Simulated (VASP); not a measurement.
# GaP (I-4m2) in VASP: a series of runs

GaP is run at these levels: r2SCAN; tasks: single point.

Everything below comes from runs of VASP 6.6.1. Logs are shortened: lines on timing, memory, paths and dates and some standing lists are left out, and cuts for length are marked.

## Step 1: The cell of the first run

The structure is tetragonal, space group I-4m2 (No. 119). Conventional cell: a = 4.069 Å, b = 4.069 Å, c = 4.891 Å, α = 90.00°, β = 90.00°, γ = 90.00°. Within 3.1 Å of Ga (site symmetry -4m2) lie 4 P at 2.37 Å. Within 3.1 Å of P (site symmetry -4m2) lie 4 Ga at 2.37 Å.

## Step 2: Single point, r2SCAN

Input file POSCAR:

```
GaP
1.0
    0.0000000000      2.8769570149      2.4454134627
    2.8769570149      0.0000000000      2.4454134627
    2.8769570149      2.8769570149      0.0000000000
Ga P
1 1
Direct
    0.0000000000      0.0000000000      0.0000000000
    0.7500000000      0.7500000000      0.7500000000
```

Input file INCAR.step1:

```
PREC = Accurate
ENCUT = 520
ISMEAR = 0
SIGMA = 0.05
LREAL = F
LASPH = T
NELM = 100
NBANDS = 16
GGA = PE
ALGO = Normal
EDIFF = 1E-4
LWAVE = T
LCHARG = F
```

Input file INCAR.step2:

```
PREC = Accurate
ENCUT = 520
EDIFF = 1E-6
ISMEAR = 0
SIGMA = 0.05
LREAL = F
LASPH = T
NELM = 100
ALGO = Normal
ISIF = 2
LWAVE = F
LCHARG = F
METAGGA = R2SCAN
LMIXTAU = T
NBANDS = 16
ISTART = 1
```

Input file KPOINTS:

```
Automatic mesh
0
Gamma
  10 10 10
```

Potentials or basis: VASP PAW PBE potentials, release 64 (Ga_d, P).

Started as:

```
$ cat potpaw_PBE.64/Ga_d/POTCAR potpaw_PBE.64/P/POTCAR > POTCAR
$ cp INCAR.step1 INCAR
$ mpirun -np 1 vasp_std > vasp.out
$ cp INCAR.step2 INCAR
$ mpirun -np 1 vasp_std > vasp.out
```

OUTCAR:

```text
PREC = Accurate
   ENCUT = 520
   EDIFF = 1E-6
   ISMEAR = 0
   LREAL = F
   LASPH = T
   NELM = 100
   ISIF = 2
   METAGGA = R2SCAN
   ISTART = 1

 ion  position               nearest neighbor table
   1  0.000  0.000  0.000-   2 2.37   2 2.37   2 2.37   2 2.37
   2  0.750  0.750  0.750-   1 2.37   1 2.37   1 2.37   1 2.37

  LATTYP: Found a body centered tetragonal cell.
 ALAT       =     4.0686316288
 C/A-ratio  =     1.2020815280

  Lattice vectors:

 A1 = (   0.0000000000,  -2.8769570149,  -2.4454134627)
 A2 = (   0.0000000000,   2.8769570149,  -2.4454134627)
 A3 = (   2.8769570149,   0.0000000000,   2.4454134627)

Analysis of symmetry for initial positions (statically):
=====================================================================
 Subroutine PRICEL returns:
 Original cell was already a primitive cell.

 Routine SETGRP: Setting up the symmetry group for a
 body centered tetragonal supercell.

 Subroutine GETGRP returns: Found  8 space group operations
 (whereof  8 operations were pure point group operations)
 out of a pool of 16 trial point group operations.

The static configuration has the point symmetry D_2d.

Analysis of symmetry for dynamics (positions and initial velocities):
=====================================================================
 Subroutine PRICEL returns:
 Original cell was already a primitive cell.

 Routine SETGRP: Setting up the symmetry group for a
 body centered tetragonal supercell.

 Subroutine GETGRP returns: Found  8 space group operations
 (whereof  8 operations were pure point group operations)
 out of a pool of 16 trial point group operations.

The dynamic configuration has the point symmetry D_2d.

 Subroutine INISYM returns: Found  8 space group operations
 (whereof  8 operations are pure point group operations),
 and found     1 'primitive' translations

----------------------------------------------------------------------------------------

                                     Primitive cell

  volume of cell :      40.4808

  direct lattice vectors                    reciprocal lattice vectors
     0.000000000  2.876957015  2.445413463    -0.173794741  0.173794741  0.204464401
     2.876957015  0.000000000  2.445413463     0.173794741 -0.173794741  0.204464401
     2.876957015  2.876957015  0.000000000     0.173794741  0.173794741 -0.204464401

  length of vectors
     3.775834831  3.775834831  4.068631629     0.319710675  0.319710675  0.319710675

  position of ions in fractional coordinates (direct lattice)
     0.000000000  0.000000000  0.000000000
     0.750000000  0.750000000  0.750000000

  ion indices of the primitive-cell ions
   primitive index   ion index
                 1           1
                 2           2

----------------------------------------------------------------------------------------

 KPOINTS: Automatic mesh

Automatic generation of k-mesh.
 Grid dimensions read from file:
 generate k-points for:   10   10   10

 Generating k-lattice:

  Cartesian coordinates                     Fractional coordinates (reciprocal lattice)
    -0.017379474  0.017379474  0.020446440     0.100000000  0.000000000  0.000000000
     0.017379474 -0.017379474  0.020446440     0.000000000  0.100000000  0.000000000
     0.017379474  0.017379474 -0.020446440    -0.000000000 -0.000000000  0.100000000

  Length of vectors
     0.031971067  0.031971067  0.031971067

  Shift w.r.t. Gamma in fractional coordinates (k-lattice)
     0.000000000  0.000000000  0.000000000

 Subroutine IBZKPT returns following result:
 ===========================================

 Found    102 irreducible k-points:

 Following reciprocal coordinates:
            Coordinates               Weight
  0.000000  0.000000  0.000000      1.000000
  0.100000 -0.000000  0.000000      8.000000
  0.200000 -0.000000  0.000000      8.000000
  0.300000 -0.000000  0.000000      8.000000
  0.400000  0.000000  0.000000      8.000000
  0.500000 -0.000000  0.000000      4.000000
[... 16 lines left out ...]
  0.300000  0.300000  0.000000      2.000000
  0.400000  0.300000  0.000000      8.000000
 [... further k-points ...]
   k-points           NKPTS =    102   k-points in BZ     NKDIM =    102   number of bands    NBANDS=     16
   number of dos      NEDOS =    301   number of ions     NIONS =      2
   total plane-waves  NPLWV =  23520
   dimension x,y,z NGX =    28 NGY =   28 NGZ =   30
   dimension x,y,z NGXF=    56 NGYF=   56 NGZF=   60
   ions per type =               1   1
   NGX,Y,Z   is equivalent  to a cutoff of  12.33, 12.33, 12.26 a.u.
   NGXF,Y,Z  is equivalent  to a cutoff of  24.66, 24.66, 24.52 a.u.
 SYSTEM =  unknown system
   PREC   = accura    normal or accurate (medium, high low for compatibility)
   ISTART =      1    job   : 0-new  1-cont  2-samecut
   ICHARG =      0    charge: 1-file 2-atom 10-const
   ISPIN  =      1    spin polarized calculation?
   LNONCOLLINEAR =      F non collinear calculations
   LSORBIT =      F    spin-orbit coupling
   LASPH  =      T    aspherical Exc in radial PAW
   ENCUT  =  520.0 eV  38.22 Ry    6.18 a.u.   7.02  7.02  7.56*2*pi/ulx,y,z
   NELM   =    100;   NELMIN=  2; NELMDL=  0     # of ELM steps
   EDIFF  = 0.1E-05   stopping-criterion for ELM
   LREAL  =      F    real-space projection
   EDIFFG = 0.1E-04   stopping-criterion for IOM
   NSW    =      0    number of steps for IOM
   IBRION =     -1    ionic relax: 0-MD 1-quasi-New 2-CG
   NFREE  =      0    steps in history (QN), initial steepest desc. (CG)
   ISIF   =      2    stress and relaxation
   ISYM   =      2    0-nonsym 1-usesym 2-fastsym
   POTIM  = 0.5000    time-step for ionic-motion
   TEBEG  =    0.0;   TEEND  =   0.0 temperature during run
   PSTRESS=    0.0 pullay stress
   NELECT =      18.0000    total number of electrons
   NUPDOWN=      -1.0000    fix difference up-down
   EMIN   =  10.00;   EMAX   =-10.00  energy-range for DOS
   EFERMI =   0.00;   METHOD = LEGACY
   ISMEAR =     0;   SIGMA  =   0.05  broadening in eV -4-tet -1-fermi 0-gaus
   EFERMI_NEDOS =   21; number of points for ismear=-14 and -15
   IALGO  =     38    algorithm
   IMIX   =      4    mixing-type and parameters
     AMIX     =   0.40;   BMIX     =  1.00
     AMIX_MAG =   1.60;   BMIX_MAG =  1.00
  volume/ion in A,a.u.               =      20.24       136.59
  Fermi-wavevector in a.u.,A,eV,Ry     =   1.249538  2.361284 21.243377  1.561344
  Thomas-Fermi vector in A             =   2.383574
   LORBIT       =      0    0 simple, 1 ext, 2 COOP (PROOUT), +10 PAW based schemes
   METAGGA = R2SCAN    functional components
   LHFCALC =     F    Hartree Fock is set to
   AEXX    =    0.0000 exact exchange contribution
   IVDW    =     0    specifies the selected vdW correction
   LEPSILON=     F    determine dielectric tensor
   LRPA    =     F    only Hartree local field effects (RPA)
 non-spin polarized calculation
 Gauss-broadening in eV      SIGMA  =   0.05
  energy-cutoff  :      520.00
  volume of cell :       40.48
 maximum number of plane-waves:      1111
   NGX = 15   NGY = 15   NGZ = 15

 number of electron      17.9999992 magnetization

 Free energy of the ion-electron system (eV)
  ---------------------------------------------------
  ext. energy  EPLUGINS =         0.00000000
  ---------------------------------------------------
  free energy    TOTEN  =       -21.31580544 eV

  energy without entropy =      -21.31580544  energy(sigma->0) =      -21.31580544

 E-fermi :   5.1428     XC(G=0): -10.5701

 val. band max:        4.9580877464   @ k =   0.0000   0.0000   0.0000
 cond. band min:       5.3310332174   @ k =   0.4000   0.4000   0.0000
 fundamental gap:      0.3729454709
 Fermi energy:         5.1428315021

 k-point     1 :       0.0000    0.0000    0.0000
  band No.  band energies     occupation
      1     -10.5558      2.00000
      2     -10.5554      2.00000
      3     -10.5131      2.00000
      4     -10.4601      2.00000
      5     -10.4237      2.00000
      6      -8.4972      2.00000
[... 8 lines left out ...]
     15      13.8872      0.00000
     16      15.4761      0.00000

 k-point     2 :       0.1000   -0.0000    0.0000
  band No.  band energies     occupation
      1     -10.5610      2.00000
      2     -10.5521      2.00000
      3     -10.5157      2.00000
      4     -10.4599      2.00000
      5     -10.4226      2.00000
      6      -8.3600      2.00000
[... 8 lines left out ...]
     15      14.1968      0.00000
     16      15.0631      0.00000

 k-point     3 :       0.2000   -0.0000    0.0000
  band No.  band energies     occupation
      1     -10.5796      2.00000
      2     -10.5444      2.00000
      3     -10.5153      2.00000
      4     -10.4596      2.00000
      5     -10.4189      2.00000
      6      -7.9629      2.00000
[... 8 lines left out ...]
     15      13.8120      0.00000
     16      16.0564      0.00000

 k-point     4 :       0.3000   -0.0000    0.0000
  band No.  band energies     occupation
      1     -10.6046      2.00000
      2     -10.5367      2.00000
      3     -10.5102      2.00000
      4     -10.4591      2.00000
      5     -10.4124      2.00000
      6      -7.3562      2.00000
[... 8 lines left out ...]
     15      14.4628      0.00000
     16      16.0429      0.00000
[... 324 lines left out ...]
 k-point    22 :      -0.2000    0.2000    0.0000
  band No.  band energies     occupation
      1     -10.6092      2.00000
      2     -10.5299      2.00000
      3     -10.5031      2.00000
      4     -10.4559      2.00000
      5     -10.4186      2.00000
      6      -7.2556      2.00000
[... 8 lines left out ...]
     15      15.4077      0.00000
     16      16.4763      0.00000

 k-point    23 :       0.3000    0.3000    0.0000
  band No.  band energies     occupation
      1     -10.6266      2.00000
      2     -10.5095      2.00000
      3     -10.5091      2.00000
      4     -10.4873      2.00000
      5     -10.3986      2.00000
      6      -6.6908      2.00000
[... 8 lines left out ...]
     15      15.2345      0.00000
     16      19.5956      0.00000

 k-point    24 :       0.4000    0.3000    0.0000
  band No.  band energies     occupation
      1     -10.6434      2.00000
      2     -10.5005      2.00000
      3     -10.5000      2.00000
      4     -10.4915      2.00000
      5     -10.3939      2.00000
      6      -6.0986      2.00000
[... 8 lines left out ...]
     15      16.4496      0.00000
     16      19.6049      0.00000

 [... further k-points ...]

------------------------ aborting loop because EDIFF is reached ----------------------------------------

  FORCE on cell =-STRESS in cart. coord.  units (eV):
  Direction    XX          YY          ZZ          XY          YZ          ZX
  --------------------------------------------------------------------------------------
  -------------------------------------------------------------------------------------
  Total       -0.9844366     -0.9844366      1.4811998      0.0000000      0.0000000      0.0000000
  in kB      -38.9627232    -38.9627232     58.6239666      0.0000000      0.0000000      0.0000000
  external PRESSURE =      -6.4338266 kB  Pullay stress =       0.0000000 kB

 VOLUME and BASIS-vectors are now :
 -----------------------------------------------------------------------------
  energy-cutoff  :      520.00
  volume of cell :       40.48
      direct lattice vectors                 reciprocal lattice vectors
     0.000000000  2.876957015  2.445413463    -0.173794741  0.173794741  0.204464401
     2.876957015  0.000000000  2.445413463     0.173794741 -0.173794741  0.204464401
     2.876957015  2.876957015  0.000000000     0.173794741  0.173794741 -0.204464401

 POSITION                                       TOTAL-FORCE (eV/Angst)
 -----------------------------------------------------------------------------------
      0.00000      0.00000      0.00000         0.000000      0.000000     -0.000000
      4.31544      4.31544      3.66812        -0.000000     -0.000000      0.000000
 -----------------------------------------------------------------------------------
    total drift:                               -0.000033     -0.000033      0.000347

  FREE ENERGIE OF THE ION-ELECTRON SYSTEM (eV)
  ---------------------------------------------------
  free  energy   TOTEN  =       -21.3158054368 eV

  energy  without entropy=      -21.3158054367  energy(sigma->0) =      -21.31580544
```

Run time: 96 s. Hardware: 1 thread of Intel Xeon 6975P-C (Granite Rapids), shared host; peak memory 0.21 GiB.

What came out:

| Item | Value |
| --- | --- |
| Free energy | -21.3158 eV |
| Pressure | -0.6 GPa |
| Band gap on the k mesh | 0.37 eV (least direct gap 1.69 eV) |

Stress tensor (GPa, compression positive):
```
-3.90  0.00  0.00
 0.00 -3.90  0.00
 0.00  0.00  5.86
```

Caveat: the stress differs along the axes, from -4 to 6 GPa; semilocal functionals underestimate gaps, and a narrow one can read as zero; the PAW data sets were made with another functional, which shifts forces and pressure a little. A k mesh can miss the band edges.

(Part 1 of 2 ends here.)

The gap in the log of VASP goes by the Fermi energy; the results here count the filled bands.